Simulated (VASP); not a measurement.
# Au (Fm-3m) in VASP: further runs

Runs on Au. Level: LDA. Tasks: single point.

Program: VASP 6.6.1. These are calculated values, not measurements. Logs are shortened: lines on timing, memory, paths and dates and some standing lists are left out, and cuts for length are marked.

## (1) The cell of the first run

It takes space group Fm-3m (No. 225, cubic). Conventional cell: a = 3.987 Å, b = 3.987 Å, c = 3.987 Å, α = 90.00°, β = 90.00°, γ = 90.00°. Au (site symmetry m-3m) has 12 Au at 2.82 Å within 3.7 Å.

## (2) Single point, LDA

Contents of INCAR:

```
SYSTEM = Au
  PREC = Accurate
  ENCUT = 500
  EDIFF = 1E-6
  ISMEAR = 1
  SIGMA = 0.1
  LREAL = .FALSE.
  LASPH = .TRUE.
  NELM = 120
  ALGO = Normal
  ISIF = 2
  LWAVE = .FALSE.
  LCHARG = .FALSE.
  GGA = CA
  NBANDS = 12
  GGA_COMPAT = .FALSE.
```

Contents of KPOINTS:

```
Automatic mesh
0
G
  11 11 11
  0 0 0
```

Contents of POSCAR:

```
Au
1.0
    0.0000000000      1.9934577312      1.9934577312
    1.9934577312      0.0000000000      1.9934577312
    1.9934577312      1.9934577312      0.0000000000
Au
1
Direct
    0.0000000000      0.0000000000      0.0000000000
```

Potentials or basis: VASP PAW LDA potentials, release 64 (Au).

Command:

```console
cat potpaw_LDA.64/Au/POTCAR > POTCAR
mpirun -np 1 vasp_std > vasp.out
```

OUTCAR:

```text
SYSTEM = Au
   PREC = Accurate
   ENCUT = 500
   EDIFF = 1E-6
   ISMEAR = 1
   LREAL = .FALSE.
   LASPH = .TRUE.
   NELM = 120
   ISIF = 2
   GGA = CA

 ion  position               nearest neighbor table
   1  0.000  0.000  0.000-

  LATTYP: Found a face centered cubic cell.
 ALAT       =     3.9869154624

  Lattice vectors:

 A1 = (   0.0000000000,   1.9934577312,   1.9934577312)
 A2 = (   1.9934577312,   0.0000000000,   1.9934577312)
 A3 = (   1.9934577312,   1.9934577312,   0.0000000000)

Analysis of symmetry for initial positions (statically):
=====================================================================
 Subroutine PRICEL returns:
 Original cell was already a primitive cell.

 Routine SETGRP: Setting up the symmetry group for a
 face centered cubic supercell.

 Subroutine GETGRP returns: Found 48 space group operations
 (whereof 48 operations were pure point group operations)
 out of a pool of 48 trial point group operations.

The static configuration has the point symmetry O_h .

Analysis of symmetry for dynamics (positions and initial velocities):
=====================================================================
 Subroutine PRICEL returns:
 Original cell was already a primitive cell.

 Routine SETGRP: Setting up the symmetry group for a
 face centered cubic supercell.

 Subroutine GETGRP returns: Found 48 space group operations
 (whereof 48 operations were pure point group operations)
 out of a pool of 48 trial point group operations.

The dynamic configuration has the point symmetry O_h .

 Subroutine INISYM returns: Found 48 space group operations
 (whereof 48 operations are pure point group operations),
 and found     1 'primitive' translations

----------------------------------------------------------------------------------------

                                     Primitive cell

  volume of cell :      15.8435

  direct lattice vectors                    reciprocal lattice vectors
     0.000000000  1.993457731  1.993457731    -0.250820467  0.250820467  0.250820467
     1.993457731  0.000000000  1.993457731     0.250820467 -0.250820467  0.250820467
     1.993457731  1.993457731  0.000000000     0.250820467  0.250820467 -0.250820467

  length of vectors
     2.819174959  2.819174959  2.819174959     0.434433793  0.434433793  0.434433793

  position of ions in fractional coordinates (direct lattice)
     0.000000000  0.000000000  0.000000000

  ion indices of the primitive-cell ions
   primitive index   ion index
                 1           1

----------------------------------------------------------------------------------------

 KPOINTS: Automatic mesh

Automatic generation of k-mesh.
 Grid dimensions read from file:
 generate k-points for:   11   11   11

 Generating k-lattice:

  Cartesian coordinates                     Fractional coordinates (reciprocal lattice)
    -0.022801861  0.022801861  0.022801861     0.090909091  0.000000000  0.000000000
     0.022801861 -0.022801861  0.022801861     0.000000000  0.090909091  0.000000000
     0.022801861  0.022801861 -0.022801861     0.000000000  0.000000000  0.090909091

  Length of vectors
     0.039493981  0.039493981  0.039493981

  Shift w.r.t. Gamma in fractional coordinates (k-lattice)
     0.000000000  0.000000000  0.000000000

 Subroutine IBZKPT returns following result:
 ===========================================

 Found     56 irreducible k-points:

 Following reciprocal coordinates:
            Coordinates               Weight
  0.000000  0.000000  0.000000      1.000000
  0.090909  0.000000  0.000000      8.000000
  0.181818  0.000000  0.000000      8.000000
  0.272727  0.000000  0.000000      8.000000
  0.363636  0.000000  0.000000      8.000000
  0.454545  0.000000  0.000000      8.000000
[... 16 lines left out ...]
 -0.272727  0.181818  0.000000     24.000000
 -0.181818  0.181818  0.000000     12.000000
 [... further k-points ...]
   k-points           NKPTS =     56   k-points in BZ     NKDIM =     56   number of bands    NBANDS=     12
   number of dos      NEDOS =    301   number of ions     NIONS =      1
   total plane-waves  NPLWV =  13824
   dimension x,y,z NGX =    24 NGY =   24 NGZ =   24
   dimension x,y,z NGXF=    48 NGYF=   48 NGZF=   48
   ions per type =               1
   NGX,Y,Z   is equivalent  to a cutoff of  14.15, 14.15, 14.15 a.u.
   NGXF,Y,Z  is equivalent  to a cutoff of  28.31, 28.31, 28.31 a.u.
 SYSTEM =  Au
   PREC   = accura    normal or accurate (medium, high low for compatibility)
   ISTART =      0    job   : 0-new  1-cont  2-samecut
   ICHARG =      2    charge: 1-file 2-atom 10-const
   ISPIN  =      1    spin polarized calculation?
   LNONCOLLINEAR =      F non collinear calculations
   LSORBIT =      F    spin-orbit coupling
   LASPH  =      T    aspherical Exc in radial PAW
   ENCUT  =  500.0 eV  36.75 Ry    6.06 a.u.   5.14  5.14  5.14*2*pi/ulx,y,z
   NELM   =    120;   NELMIN=  2; NELMDL= -5     # of ELM steps
   EDIFF  = 0.1E-05   stopping-criterion for ELM
   LREAL  =      F    real-space projection
   EDIFFG = 0.1E-04   stopping-criterion for IOM
   NSW    =      0    number of steps for IOM
   IBRION =     -1    ionic relax: 0-MD 1-quasi-New 2-CG
   NFREE  =      0    steps in history (QN), initial steepest desc. (CG)
   ISIF   =      2    stress and relaxation
   ISYM   =      2    0-nonsym 1-usesym 2-fastsym
   POTIM  = 0.5000    time-step for ionic-motion
   TEBEG  =    0.0;   TEEND  =   0.0 temperature during run
   PSTRESS=    0.0 pullay stress
   NELECT =      11.0000    total number of electrons
   NUPDOWN=      -1.0000    fix difference up-down
   EMIN   =  10.00;   EMAX   =-10.00  energy-range for DOS
   EFERMI =   0.00;   METHOD = LEGACY
   ISMEAR =     1;   SIGMA  =   0.10  broadening in eV -4-tet -1-fermi 0-gaus
   EFERMI_NEDOS =   21; number of points for ismear=-14 and -15
   IALGO  =     38    algorithm
   IMIX   =      4    mixing-type and parameters
     AMIX     =   0.40;   BMIX     =  1.00
     AMIX_MAG =   1.60;   BMIX_MAG =  1.00
  volume/ion in A,a.u.               =      15.84       106.92
  Fermi-wavevector in a.u.,A,eV,Ry     =   1.449624  2.739392 28.591414  2.101410
  Thomas-Fermi vector in A             =   2.567329
   LORBIT       =      0    0 simple, 1 ext, 2 COOP (PROOUT), +10 PAW based schemes
   GGA     = CA    functional components
   LHFCALC =     F    Hartree Fock is set to
   AEXX    =    0.0000 exact exchange contribution
   IVDW    =     0    specifies the selected vdW correction
   LEPSILON=     F    determine dielectric tensor
   LRPA    =     F    only Hartree local field effects (RPA)
 non-spin polarized calculation
 Methfessel and Paxton  Order N= 1 SIGMA  =   0.10
  energy-cutoff  :      500.00
  volume of cell :       15.84
 maximum number of plane-waves:       415
 NGX is ok and might be reduce to    24
   NGX = 11   NGY = 11   NGZ = 11

 number of electron      11.0000002 magnetization

 Free energy of the ion-electron system (eV)
  ---------------------------------------------------
  ext. energy  EPLUGINS =         0.00000000
  ---------------------------------------------------
  free energy    TOTEN  =        -4.42844439 eV

  energy without entropy =       -4.42869775  energy(sigma->0) =       -4.42852885

 E-fermi :  10.5205     XC(G=0): -13.4078

 val. band max:       10.4517084456   @ k =   0.4545   0.2727   0.0000
 cond. band min:      10.5918268506   @ k =  -0.4545   0.0909   0.0000
 fundamental gap:      0.1401184050
 Fermi energy:        10.5205479071

 k-point     1 :       0.0000    0.0000    0.0000
  band No.  band energies     occupation
      1      -0.1411      2.00000
      2       5.4483      2.00000
      3       5.4483      2.00000
      4       5.4483      2.00000
      5       7.1943      2.00000
      6       7.1943      2.00000
      7      24.9268      0.00000
      8      29.3015      0.00000
      9      29.3015      0.00000
     10      29.3015      0.00000
     11      34.5725      0.00000
     12      40.0325      0.00000

 k-point     2 :       0.0909    0.0000    0.0000
  band No.  band energies     occupation
      1       0.1648      2.00000
      2       5.3434      2.00000
      3       5.5554      2.00000
      4       5.5554      2.00000
      5       7.1461      2.00000
      6       7.1461      2.00000
      7      25.3157      0.00000
      8      27.7079      0.00000
      9      29.7076      0.00000
     10      29.7076      0.00000
     11      35.6145      0.00000
     12      37.7435      0.00000

 k-point     3 :       0.1818    0.0000    0.0000
  band No.  band energies     occupation
      1       1.0003      2.00000
      2       5.1697      2.00000
      3       5.7496      2.00000
      4       5.7496      2.00000
      5       7.1444      2.00000
      6       7.1444      2.00000
      7      24.6762      0.00000
      8      26.2214      0.00000
      9      30.7528      0.00000
     10      30.7528      0.00000
     11      33.3403      0.00000
     12      35.6418      0.00000
[... 286 lines left out ...]
 k-point    23 :      -0.2727    0.1818    0.0000
  band No.  band energies     occupation
      1       3.3498      2.00000
      2       5.0069      2.00000
      3       5.4117      2.00000
      4       6.2158      2.00000
      5       7.1695      2.00000
      6       9.6683      2.00000
      7      19.4243      0.00000
      8      23.3818      0.00000
      9      27.1632      0.00000
     10      30.7486      0.00000
     11      32.0512      0.00000
     12      36.8485      0.00000

 k-point    24 :      -0.1818    0.1818    0.0000
  band No.  band energies     occupation
      1       2.5927      2.00000
      2       4.7459      2.00000
      3       5.6615      2.00000
      4       6.4350      2.00000
      5       6.4861      2.00000
      6       8.5424      2.00000
      7      22.3693      0.00000
      8      24.5362      0.00000
      9      28.5169      0.00000
     10      29.9404      0.00000
     11      33.2917      0.00000
     12      36.0932      0.00000

 [... further k-points ...]
[... 5 lines left out ...]
  --------------------------------------------------------------------------------------
  -------------------------------------------------------------------------------------
  Total        1.0586531      1.0586531      1.0586531     -0.0000000      0.0000000     -0.0000000
  in kB      107.0565333    107.0565333    107.0565333     -0.0000000      0.0000000     -0.0000000
  external PRESSURE =     107.0565333 kB  Pullay stress =       0.0000000 kB

 VOLUME and BASIS-vectors are now :
 -----------------------------------------------------------------------------
  energy-cutoff  :      500.00
  volume of cell :       15.84
      direct lattice vectors                 reciprocal lattice vectors
     0.000000000  1.993457731  1.993457731    -0.250820467  0.250820467  0.250820467
     1.993457731  0.000000000  1.993457731     0.250820467 -0.250820467  0.250820467
     1.993457731  1.993457731  0.000000000     0.250820467  0.250820467 -0.250820467

 POSITION                                       TOTAL-FORCE (eV/Angst)
 -----------------------------------------------------------------------------------
      0.00000      0.00000      0.00000        -0.000000     -0.000000      0.000000
 -----------------------------------------------------------------------------------
    total drift:                               -0.000000      0.000000     -0.000000

  FREE ENERGIE OF THE ION-ELECTRON SYSTEM (eV)
  ---------------------------------------------------
  free  energy   TOTEN  =        -4.4284443936 eV

  energy  without entropy=       -4.4286977488  energy(sigma->0) =       -4.42852885
```

It took 7 s on 1 thread of Intel Xeon Platinum 8559C (Emerald Rapids), shared host; peak memory 0.13 GiB.

Results:

```yaml
Free_energy: -4.4284 eV
Pressure: 10.7 GPa
```

Caveat: spin-orbit coupling is left out, which moves the levels of the heavy elements.

## (3) Single point, LDA

This run uses another cell than the first one, of 16.18 Å³/atom, 1.021 times its volume.

Contents of INCAR:

```
SYSTEM = Au
  PREC = Accurate
  ENCUT = 500
  EDIFF = 1E-6
  ISMEAR = 1
  SIGMA = 0.1
  LREAL = .False.
  LASPH = .True.
  NELM = 120
  ALGO = Normal
  ISIF = 2
  LWAVE = .False.
  LCHARG = .False.
  GGA = CA
  NBANDS = 12
  GGA_COMPAT = .False.
```

Contents of KPOINTS:

```
regular mesh
0
Gamma
  11 11 11
  0 0 0
```

Contents of POSCAR:

```
Au
1.0
    0.0000000000      2.0074966285      2.0074966285
    2.0074966285      0.0000000000      2.0074966285
    2.0074966285      2.0074966285      0.0000000000
Au
1
Direct
    0.0000000000      0.0000000000      0.0000000000
```

Potentials or basis: VASP PAW LDA potentials, release 64 (Au).

Command:

```console
cat potpaw_LDA.64/Au/POTCAR > POTCAR
mpirun -np 1 vasp_std > vasp.out
```

OUTCAR:

```text
SYSTEM = Au
   PREC = Accurate
   ENCUT = 500
   EDIFF = 1E-6
   ISMEAR = 1
   LREAL = .False.
   LASPH = .True.
   NELM = 120
   ISIF = 2
   GGA = CA

 ion  position               nearest neighbor table
   1  0.000  0.000  0.000-

  LATTYP: Found a face centered cubic cell.
 ALAT       =     4.0149932570

  Lattice vectors:

 A1 = (   0.0000000000,   2.0074966285,   2.0074966285)
 A2 = (   2.0074966285,   0.0000000000,   2.0074966285)
 A3 = (   2.0074966285,   2.0074966285,   0.0000000000)

Analysis of symmetry for initial positions (statically):
[... 531 lines left out ...]
      6       8.1790      2.00000
      7      21.8528      0.00000
      8      23.9606      0.00000
      9      28.0445      0.00000
     10      29.4933      0.00000
     11      32.6354      0.00000
     12      35.3803      0.00000

 [... further k-points ...]
[... 5 lines left out ...]
  --------------------------------------------------------------------------------------
  -------------------------------------------------------------------------------------
  Total        0.5755514      0.5755514      0.5755514     -0.0000000     -0.0000000     -0.0000000
  in kB       56.9902083     56.9902083     56.9902083     -0.0000000     -0.0000000     -0.0000000
  external PRESSURE =      56.9902083 kB  Pullay stress =       0.0000000 kB

 VOLUME and BASIS-vectors are now :
 -----------------------------------------------------------------------------
  energy-cutoff  :      500.00
  volume of cell :       16.18
      direct lattice vectors                 reciprocal lattice vectors
     0.000000000  2.007496629  2.007496629    -0.249066421  0.249066421  0.249066421
     2.007496629  0.000000000  2.007496629     0.249066421 -0.249066421  0.249066421
     2.007496629  2.007496629  0.000000000     0.249066421  0.249066421 -0.249066421

 POSITION                                       TOTAL-FORCE (eV/Angst)
 -----------------------------------------------------------------------------------
      0.00000      0.00000      0.00000         0.000000      0.000000      0.000000
 -----------------------------------------------------------------------------------
    total drift:                               -0.000000     -0.000000     -0.000000

  FREE ENERGIE OF THE ION-ELECTRON SYSTEM (eV)
  ---------------------------------------------------
  free  energy   TOTEN  =        -4.4458461954 eV

  energy  without entropy=       -4.4463475547  energy(sigma->0) =       -4.44601332
```

Run time: 7 s. Hardware: 1 thread of Intel Xeon Platinum 8559C (Emerald Rapids), shared host; peak memory 0.13 GiB.

Results:

- Free energy: -4.4458 eV
- Pressure: 5.7 GPa

Caveat: spin-orbit coupling is left out, which moves the levels of the heavy elements.

[end of part 1 of 2]
